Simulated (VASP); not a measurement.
A run of VASP 6.6.1 is set up as follows.

File INCAR:

```
PREC     = Accurate       # precision mode
ENCUT    = 520            # plane-wave cutoff, eV
EDIFF    = 1E-6           # SCF threshold, eV
ISMEAR   = 0              # smearing method
SIGMA    = 0.05           # smearing width, eV
LREAL    = F              # projectors in reciprocal space
LASPH    = T              # aspherical terms in the spheres
NELM     = 80             # most SCF steps
ALGO     = Normal         # electronic algorithm
ISIF     = 2              # what is computed and relaxed
LWAVE    = F              # write WAVECAR
LCHARG   = F              # write CHGCAR
GGA      = PE             # functional
NBANDS   = 32             # bands
```

KPOINTS

```
regular mesh
0
Gamma
  18 18 1
```

File POSCAR:

```
Bi2Te3
1.0
    4.3860011200      0.0000000000      0.0000000000
   -2.1930005600      3.7983883900      0.0000000000
    0.0000000000      0.0000000000     20.5530928100
Bi Te
2 3
Direct
    0.3333333300      0.6666666700      0.5989210700
    0.6666666700      0.3333333300      0.4010789300
    0.0000000000      0.0000000000      0.5000000000
    0.3333333300      0.6666666700      0.3162541100
    0.6666666700      0.3333333300      0.6837458900
```

Potentials or basis: VASP PAW PBE potentials, release 64 (Bi_d, Te).

Run with:

```bash
$ cat potpaw_PBE.64/Bi_d/POTCAR potpaw_PBE.64/Te/POTCAR > POTCAR
$ mpirun -np 1 vasp_std > vasp.out
```

Task: Predict the band gap on the k mesh.

Result: 1.01 eV (least direct gap 1.30 eV).

Task: Estimate the largest force.

Result: 0.187 eV/Å.

Forces on the atoms (eV/Å):
```
Bi   0.000  0.000  0.187
Bi   0.000  0.000 -0.187
Te   0.000  0.000  0.000
Te   0.000  0.000 -0.003
Te   0.000  0.000  0.003
```

Caveat: there is no dipole correction, which matters where the two faces differ; spin-orbit coupling is left out, which moves the levels of the heavy elements.
